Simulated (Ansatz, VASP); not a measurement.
TiO2: VASP beside Ansatz

```
Ti O
1.0
     0.00000    2.39680    2.39680
     2.39680    0.00000    2.39680
     2.39680    2.39680    0.00000
Ti O
1 2
Direct
  0.00000 0.00000 0.00000
  0.25000 0.25000 0.25000
  0.75000 0.75000 0.75000
```

Alike in both runs: functional r2SCAN; k mesh 10 × 10 × 10; occupations gaussian, width 0.02 eV; no spin polarisation.

Ansatz relaxed the structure, and its values are those at the end. VASP's run is a single point on that final structure, the one shown.

|  | VASP | Ansatz |
| --- | --- | --- |
| version | VASP 6.6.1 | Ansatz 0.2.0 |
| potentials or method | VASP PAW PBE potentials, release 64 (Ti_sv, O), cutoff 520 eV | scalar-relativistic, plane waves, PAW |
| valence electrons in the cell | 24 | 24 |

```tsv
	VASP	Ansatz	Ansatz less VASP
gap on the k mesh at the Fermi level (eV)	1.55	1.51	-0.037
least direct gap on the mesh (eV)	2.24	2.21	-0.035
pressure (GPa)	1.6	0.0	-1.54
```

VASP's potentials were made for PBE, not for r2SCAN.
